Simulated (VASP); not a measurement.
Write the native input for VASP 6.6.1 that does the following.

```yaml
Task: single point
Functional: r2SCAN
Potentials_or_basis: VASP PAW PBE potentials, release 64 (Zn, S)
Cutoff: 520 eV
k_mesh: 8 × 8 × 8
Occupations: gaussian, width 0.01 eV
Spin: no spin polarisation
Dipole_correction: no
Further_INCAR_settings: ALGO = Normal; EDIFF = 1e-06; NBANDS = 16
```

The system is ZnS.

```
Zn S
1.0
     2.62776    2.62776    0.00000
    -2.62776    2.62776    0.00000
     0.00000    2.62776    2.62776
Zn S
1 1
Direct
  0.75000 0.25000 0.50000
  0.00000 0.00000 0.00000
```

One way to write it, as run:

POSCAR

```
ZnS
1.0
    2.6277621169      2.6277621169      0.0000000000
   -2.6277621169      2.6277621169      0.0000000000
    0.0000000000      2.6277621169      2.6277621169
Zn S
1 1
Direct
    0.7500000000      0.2500000000      0.5000000000
    0.0000000000      0.0000000000      0.0000000000
```

INCAR.step1

```
ALGO = Normal
EDIFF = 1E-4
ENCUT = 520
GGA = PE
ISMEAR = 0
LASPH = T
LCHARG = F
LREAL = F
LWAVE = T
NBANDS = 16
NELM = 60
PREC = Accurate
SIGMA = 0.01
```

INCAR.step2

```
ALGO = Normal
EDIFF = 1E-6
ENCUT = 520
ISIF = 2
ISMEAR = 0
ISTART = 1
LASPH = T
LCHARG = T
LELF = T
LMIXTAU = T
LREAL = F
LVHAR = T
LWAVE = F
METAGGA = R2SCAN
NBANDS = 16
NELM = 60
PREC = Accurate
SIGMA = 0.01
```

KPOINTS

```
k-points
0
Gamma
  8 8 8
```

Potentials or basis: VASP PAW PBE potentials, release 64 (Zn, S).

Launch:

```console
$ cat potpaw_PBE.64/Zn/POTCAR potpaw_PBE.64/S/POTCAR > POTCAR
$ cp INCAR.step1 INCAR
$ mpirun -np 1 vasp_std > vasp.out
$ cp INCAR.step2 INCAR
$ mpirun -np 1 vasp_std > vasp.out
```

It gave:

```json
{
  "Pressure": "7.0 GPa",
  "Band gap on the k mesh": "3.07 eV"
}
```

Caveat: the cell stands under pressure; the PAW data sets were made with another functional, which shifts forces and pressure a little.

Wall time 120 s on 1 thread of Intel Xeon 8259CL, on a shared host, peak memory 0.17 GiB.
